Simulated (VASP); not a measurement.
## Eu: single point with PBE+U

The system is Eu.

```xyz
2
Lattice="4.5652 0.0000 0.0000 0.0000 4.5652 0.0000 0.0000 0.0000 4.5652" Properties=species:S:1:pos:R:3 pbc="T T T"
Eu    0.0000    0.0000    0.0000
Eu    2.2826    2.2826    2.2826
```

| Item | Value |
| --- | --- |
| Program | VASP 6.6.1 |
| Task | single point |
| Functional | PBE |
| Potentials or basis | VASP PAW PBE potentials, release 64 (Eu) |
| Cutoff | 520 eV |
| k mesh | 3 × 3 × 3 |
| Occupations | gaussian, width 0.05 eV |
| Spin | collinear spin, ferromagnetic start |
| Starting moments | [7.0, 7.0] μB |
| Hubbard terms | Eu f U = 6.0 eV |

```yaml
Pressure: -0.2 GPa
Net_moment: 14.52 μB per cell
Site_moments: Eu +6.80 μB
Valence_electrons_inside_the_program's_atomic_spheres: Eu 14.86
```

Levels at points of the mesh, in eV from the Fermi level:
Spin up:
```
           k point  band 22  band 23  band 24  band 25  band 26  band 27
(0.00, 0.00, 0.00)    -1.96    -1.95    -0.81    -0.81     1.86     1.86
```
Spin down:
```
           k point  band 6  band 7  band 8  band 9  band 10  band 11  band 12  band 13  band 14  band 15
(0.00, 0.00, 0.00)  -17.50  -17.50  -17.50   -3.65    -0.25    -0.25     2.79     2.79     2.79     4.38
```

Eigenvalues of the final occupation matrices:
| site | spin | trace | eigenvalues |
| --- | --- | --- | --- |
| site 1 f | 1 | 6.84 | 0.98 0.98 0.98 0.98 0.98 0.98 0.98 |
| site 1 f | 2 | 0.00 | 0.00 0.00 0.00 0.00 0.00 0.00 0.00 |
| site 2 f | 1 | 6.84 | 0.98 0.98 0.98 0.98 0.98 0.98 0.98 |
| site 2 f | 2 | 0.00 | 0.00 0.00 0.00 0.00 0.00 0.00 0.00 |

It took 35 s on 1 thread of AMD EPYC 9R45 (Zen 5), with other jobs on the host, peak memory 0.21 GiB.

Caveat: the k points lie up to 0.46 Å⁻¹ apart; spin-orbit coupling is left out, which moves the levels of the heavy elements. The state reached can hang on the start; a lower one may exist.
